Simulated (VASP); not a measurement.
# MnO (P6_3mc) in VASP: notebook, part 2 of 2

VASP 6.6.1. Earlier steps stand in the parts before.

### 3 Relaxation of shape and atoms at fixed volume, PBE+U, collinear spin, ferromagnetic start

This run uses another cell than the first one, of the same volume but with other edges.

INCAR

```
ALGO     = Normal         # electronic algorithm
EDIFF    = 1E-6           # SCF threshold, eV
EDIFFG   = -0.015         # ionic threshold
ENCUT    = 600            # plane-wave cutoff, eV
GGA      = PE             # functional
IBRION   = 2              # ionic algorithm
ISIF     = 4              # what is computed and relaxed
ISMEAR   = 0              # smearing method
ISPIN    = 2              # spin polarisation
LASPH    = T              # aspherical terms in the spheres
LCHARG   = F              # write CHGCAR
LDAU     = T              # DFT+U
LDAUJ    = 0 0          
LDAUL    = 2 -1           # shell
LDAUPRINT= 1            
LDAUTYPE = 2            
LDAUU    = 3.9 0          # U, eV
LMAXMIX  = 4              # l up to which the mixer works
LORBIT   = 11             # projections on sites
LREAL    = F              # projectors in reciprocal space
LWAVE    = F              # write WAVECAR
MAGMOM   = 4.35 4.35 0 0  # initial moments
NELM     = 150            # most SCF steps
NSW      = 60             # ionic steps
PREC     = Accurate       # precision mode
SIGMA    = 0.05           # smearing width, eV
```

KPOINTS

```
k-points
0
Gamma
  8 8 4
```

POSCAR

```
MnO
1.0
    3.3717001891      0.0000000001      0.0000000000
   -1.6858500946      2.9199780177      0.0000000000
    0.0000000000      0.0000000000      5.3854988179
Mn O
2 2
Direct
    0.3333333333      0.6666666667      0.0109600000
    0.6666666667      0.3333333333      0.5109600000
    0.3333333333      0.6666666667      0.3754700000
    0.6666666667      0.3333333333      0.8754700000
```

Potentials or basis: VASP PAW PBE potentials, release 64 (Mn_pv, O).

The run is started by

```bash
$ cat potpaw_PBE.64/Mn_pv/POTCAR potpaw_PBE.64/O/POTCAR > POTCAR
$ mpirun -np 1 vasp_std > vasp.out
```

OUTCAR:

```text
EDIFF = 1E-6
   EDIFFG = -0.015
   ENCUT = 600
   GGA = PE
   IBRION = 2
   ISIF = 4
   ISMEAR = 0
   ISPIN = 2
   LASPH = T
   LORBIT = 11
   LREAL = F
   NELM = 150
   NSW = 60
   PREC = Accurate

 ion  position               nearest neighbor table
   1  0.333  0.667  0.011-   3 1.96   4 2.08   4 2.08   4 2.08
   2  0.667  0.333  0.511-   4 1.96   3 2.08   3 2.08   3 2.08
   3  0.333  0.667  0.375-   1 1.96   2 2.08   2 2.08   2 2.08
   4  0.667  0.333  0.875-   2 1.96   1 2.08   1 2.08   1 2.08

  LATTYP: Found a hexagonal cell.
 ALAT       =     3.3717001891
 C/A-ratio  =     1.5972650342

  Lattice vectors:

 A1 = (   3.3717001891,   0.0000000001,   0.0000000000)
 A2 = (  -1.6858500946,   2.9199780177,   0.0000000000)
 A3 = (   0.0000000000,   0.0000000000,   5.3854988179)

Analysis of symmetry for initial positions (statically):
=====================================================================
 Subroutine PRICEL returns:
 Original cell was already a primitive cell.

 Routine SETGRP: Setting up the symmetry group for a
 hexagonal supercell.
[... 447 lines left out ...]
  o =  0.9422  v =  0.0008  0.9415 -0.0000  0.3369  0.0022  0.0000  0.0000  0.0000  0.0000  0.0000      0.0000  0.0000  0.0000  0.0000  0.0000  0.0000  0.0000  0.0000  0.0000  0.0000
  o =  0.9494  v =  0.8945  0.0011  0.0000 -0.0021 -0.4472  0.0000  0.0000  0.0000  0.0000  0.0000      0.0000  0.0000  0.0000  0.0000  0.0000  0.0000  0.0000  0.0000  0.0000  0.0000
  o =  0.9494  v =  0.4472 -0.0021 -0.0000 -0.0011  0.8945  0.0000  0.0000  0.0000  0.0000  0.0000      0.0000  0.0000  0.0000  0.0000  0.0000  0.0000  0.0000  0.0000  0.0000  0.0000
  o =  0.9723  v =  0.0000  0.0000 -1.0000 -0.0000 -0.0000  0.0000  0.0000  0.0000  0.0000  0.0000      0.0000  0.0000  0.0000  0.0000  0.0000  0.0000  0.0000  0.0000  0.0000  0.0000

--------------------------------------- Ionic step       35  -------------------------------------------

 number of electron      38.0000017 magnetization      10.0000007

 Free energy of the ion-electron system (eV)
  ---------------------------------------------------
  ext. energy  EPLUGINS =         0.00000000
  ---------------------------------------------------
  free energy    TOTEN  =       -30.90775541 eV

  energy without entropy =      -30.90749927  energy(sigma->0) =      -30.90762734

 E-fermi :   4.9691     XC(G=0): -10.5470

 val. band max:        4.9200355845   @ k =   0.3750   0.2500   0.5000
 cond. band min:       5.5536982464   @ k =   0.1250   0.0000   0.0000
 fundamental gap:      0.6336626619
 Fermi energy:         4.9690663237

 spin component 1

 k-point     1 :       0.0000    0.0000    0.0000
  band No.  band energies     occupation
      1     -44.7168      1.00000
      2     -44.7168      1.00000
      3     -44.7144      1.00000
      4     -44.6974      1.00000
      5     -44.6974      1.00000
      6     -44.6605      1.00000
[... 1466 lines left out ...]
  FREE ENERGIE OF THE ION-ELECTRON SYSTEM (eV)
  ---------------------------------------------------
  free  energy   TOTEN  =       -30.9077554107 eV

  energy  without entropy=      -30.9074992744  energy(sigma->0) =      -30.90762734

 reached required accuracy - stopping structural energy minimisation

 total charge

# of ion       s       p       d       tot
------------------------------------------
    1        0.216   6.189   4.940  11.345
    2        0.216   6.189   4.940  11.345
    3        1.551   3.450   0.000   5.002
    4        1.551   3.450   0.000   5.002
--------------------------------------------------
tot          3.535  19.279   9.879  32.694

 magnetization (x)

# of ion       s       p       d       tot
------------------------------------------
    1        0.036   0.037   4.542   4.615
    2        0.036   0.037   4.542   4.615
    3        0.018   0.104   0.000   0.123
    4        0.018   0.104   0.000   0.123
--------------------------------------------------
tot          0.108   0.283   9.085   9.476
```

OSZICAR:

```text
N       E                     dE             d eps       ncg     rms          rms(c)
DAV:   1     0.483448977429E+03    0.48345E+03   -0.23650E+04  3240   0.183E+03
DAV:   2     0.130253467121E+02   -0.47042E+03   -0.44359E+03  3368   0.502E+02
DAV:   3    -0.319540903942E+02   -0.44979E+02   -0.44136E+02  3559   0.159E+02
[... 340 lines left out ...]
DAV:   3    -0.309084618593E+02    0.70547E-03   -0.18555E-03  3752   0.481E-01    0.188E-01
DAV:   4    -0.309077477901E+02    0.71407E-03   -0.79586E-04  3783   0.279E-01    0.762E-02
DAV:   5    -0.309077542213E+02   -0.64313E-05   -0.14923E-04  3561   0.105E-01    0.454E-02
DAV:   6    -0.309077555971E+02   -0.13758E-05   -0.47225E-06  3385   0.282E-02    0.240E-02
DAV:   7    -0.309077554107E+02    0.18644E-06   -0.14427E-06  2606   0.131E-02
  35 F= -.30907755E+02 E0= -.30907627E+02  d E =-.102379E-02  mag=    10.0000
```

Wall time 50 min (1 thread of AMD EPYC 7R43 (Zen 3), shared host); peak memory 0.22 GiB.

What came out:

```
Free energy                                           : -30.9078 eV
Energy gained by relaxing                             : 64.0 meV/atom
Ionic steps                                           : 35
Pressure after relaxing                               : 2.1 GPa
Largest force after relaxing                          : 0.004 eV/Å
Band gap on the k mesh                                : zero (filled and empty bands overlap)
Net moment                                            : 10.00 μB per cell
Site moments                                          : Mn +4.62; O +0.12 μB
Valence electrons inside the program's atomic spheres : Mn 11.35; O 5.00
```

Forces on the atoms (eV/Å):
```
Mn   0.000  0.000 -0.004
Mn   0.000  0.000 -0.004
O    0.000  0.000  0.004
O    0.000  0.000  0.004
```

The path:
```csv
step,energy change (eV),largest force (eV/Å),pressure (GPa),volume (Å³)
1,0.0000,0.8945,10.62,53.02
2,-0.0427,0.3301,10.25,53.02
3,-0.0696,0.0723,9.94,53.02
4,-0.0696,0.0866,9.94,53.02
5,-0.0725,0.0843,9.95,53.02
6,-0.0802,0.0879,9.92,53.02
7,-0.0911,0.1118,9.66,53.02
8,-0.1021,0.2209,8.47,53.02
9,-0.1270,0.5889,4.91,53.02
10,1.0127,3.1939,19.11,53.02
11,0.0081,1.1683,6.86,53.02
12,-0.0139,1.1733,5.71,53.02
13,0.1283,0.4082,8.71,53.02
14,-0.0005,1.1701,6.02,53.02
15,-0.0008,1.1651,6.02,53.02
16,-0.0017,1.1475,6.03,53.02
17,-0.0031,1.1111,6.06,53.02
18,-0.0045,1.0349,6.15,53.02
19,-0.0059,1.0308,6.11,53.02
20,-0.0100,1.0190,6.04,53.02
21,-0.0183,0.9962,5.91,53.02
22,-0.0342,0.9512,5.67,53.02
23,-0.0638,0.8654,5.22,53.02
24,-0.1152,0.7114,4.48,53.02
25,-0.1895,0.4622,3.28,53.02
26,-0.2475,0.1522,2.26,53.02
27,-0.2478,0.1374,2.27,53.02
28,-0.2478,0.1296,2.27,53.02
29,-0.2487,0.1246,2.24,53.02
30,-0.2511,0.1088,2.20,53.02
31,-0.2542,0.0706,2.16,53.02
32,-0.2516,0.0457,2.24,53.02
33,-0.2548,0.0430,2.16,53.02
34,-0.2554,0.0285,2.14,53.02
35,-0.2559,0.0035,2.13,53.02
```

Final structure:
```
Mn O
1.0
     3.69462    0.00000    0.00000
    -1.84731    3.19963    0.00000
     0.00000    0.00000    4.48524
Mn O
2 2
Direct
  0.33333 0.66667 0.94336
  0.66667 0.33333 0.44336
  0.33333 0.66667 0.44307
  0.66667 0.33333 0.94307
```

Eigenvalues of the final occupation matrices:
```
    site  spin  trace               eigenvalues
site 1 d     1   4.76  0.94 0.94 0.95 0.95 0.97
site 1 d     2   0.20  0.02 0.02 0.05 0.05 0.07
site 2 d     1   4.76  0.94 0.94 0.95 0.95 0.97
site 2 d     2   0.20  0.02 0.02 0.05 0.05 0.07
```

Caveat: a cell axis changed by over 15 % at a fixed basis, so the end point is rough; the run started ferromagnetic, and an antiferromagnetic order may lie lower in energy.

The gap in the log of VASP goes by the Fermi energy; the results here count the filled bands.